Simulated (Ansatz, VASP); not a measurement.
## One calculation of CdOs3, two programs

```
Cd Os
1.0
     3.95845    0.00000    0.00000
     0.00000    3.95845    0.00000
     0.00000    0.00000    3.95845
Cd Os
1 3
Direct
  0.00000 0.00000 0.00000
  0.00000 0.50000 0.50000
  0.50000 0.00000 0.50000
  0.50000 0.50000 0.00000
```

Alike in both runs: functional PBE; k mesh 12 × 12 × 12; occupations gaussian, width 0.1 eV; no spin polarisation.

Ansatz relaxed the structure, and its values are those at the end. VASP's run is a single point on that final structure, the one shown.

|  | VASP | Ansatz |
| --- | --- | --- |
| version | VASP 6.6.1 | Ansatz 0.2.0 |
| potentials or method | VASP PAW PBE potentials, release 64 (Cd, Os), cutoff 520 eV | scalar-relativistic, plane waves, PAW |
| valence electrons in the cell | 36 | 68 |

|  | VASP | Ansatz | Ansatz less VASP |
| --- | --- | --- | --- |
| gap on the k mesh at the Fermi level (eV) | none | none | - |
| pressure (GPa) | 0.8 | 0.0 | -0.84 |

A gap of «none» marks a metal or a gap that the smearing closes. VASP's potentials hold 36 valence electrons a cell and Ansatz's 68, so a difference there can come from the potentials and not from the codes.

Spin-orbit coupling is off throughout.
